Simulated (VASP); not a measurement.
**Pt: single point with PBEsol**

Pt:

```xyz
2
Lattice="2.7607 0.0000 0.0000 -1.3803 2.3908 0.0000 0.0000 0.0000 4.7921" Properties=species:S:1:pos:R:3 pbc="T T T"
Pt    1.3803    0.7969    3.5941
Pt    0.0000    1.5939    1.1980
```

```yaml
Program: VASP 6.6.1
Task: single point
Functional: PBEsol
Potentials_or_basis: VASP PAW PBE potentials, release 64 (Pt)
Cutoff: 520 eV
k_mesh: 10 × 10 × 5
Occupations: methfessel-paxton, width 0.1 eV
Spin: collinear spin, zero start
Starting_moments: "[0.0, 0.0] μB"
```

* Pressure: -11.4 GPa
* Band gap on the k mesh: zero (filled and empty bands overlap)
* Net moment: 0.00 μB per cell
* Valence electrons inside the program's atomic spheres: Pt 9.17

Stress tensor (GPa, compression positive):
```
-11.47   0.00   0.00
  0.00 -11.47   0.00
  0.00   0.00 -11.26
```

Levels at points of the mesh, in eV from the Fermi level:
Spin up:
```tsv
k point	band 6	band 7	band 8	band 9	band 10	band 11	band 12	band 13	band 14	band 15
(0.00, 0.00, 0.00)	-3.07	-3.07	-1.79	-1.79	-0.78	-0.21	-0.21	4.63	15.09	15.66
(0.50, 0.00, 0.00)	-2.93	-2.62	0.01	0.28	0.48	2.23	3.70	7.20	8.77	9.43
```
Spin down:
```
           k point  band 8  band 9  band 10  band 11  band 12  band 13
(0.00, 0.00, 0.00)   -1.79   -1.79    -0.78    -0.21    -0.21     4.63
(0.50, 0.00, 0.00)    0.01    0.28     0.48     2.23     3.70     7.20
```

It took 16 s on 1 thread of Intel(R) Xeon(R) 6975P-C (Granite Rapids), with other jobs on the host, peak memory 0.19 GiB.

Caveat: the PAW data sets were made with another functional, which shifts forces and pressure a little; spin-orbit coupling is left out, which moves the levels of the heavy elements.
